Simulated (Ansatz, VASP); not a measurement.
Cu: VASP beside Ansatz

```
Cu
1.0
    -1.44279    1.44279    1.37608
     1.44279   -1.44279    1.37608
     1.44279    1.44279   -1.37608
Cu
1
Direct
  0.00000 0.00000 0.00000
```

Alike in both runs: task single point; functional PBEsol; k mesh 30 × 30 × 30; occupations gaussian, width 0.1 eV; no spin polarisation.

|  | VASP | Ansatz |
| --- | --- | --- |
| version | VASP 6.6.1 | Ansatz 0.2.0 |
| potentials or method | VASP PAW PBE potentials, release 64 (Cu), cutoff 520 eV | scalar-relativistic, plane waves, PAW |
| valence electrons in the cell | 11 | 19 |

Ansatz gave:

- gap on the k mesh at the Fermi level (eV): none
- pressure (GPa): -1.4
- traceless stress, the component that is largest in VASP (GPa): -0.06

Problem. Which values does VASP return?

Solution. gap on the k mesh at the Fermi level (eV): none; pressure (GPa): -0.6; traceless stress, the component that is largest in VASP (GPa): -0.05.

VASP's potentials were made for PBE, not for PBEsol. A gap of «none» marks a metal or a gap that the smearing closes. VASP's potentials hold 11 valence electrons a cell and Ansatz's 19, so a difference there can come from the potentials and not from the codes.
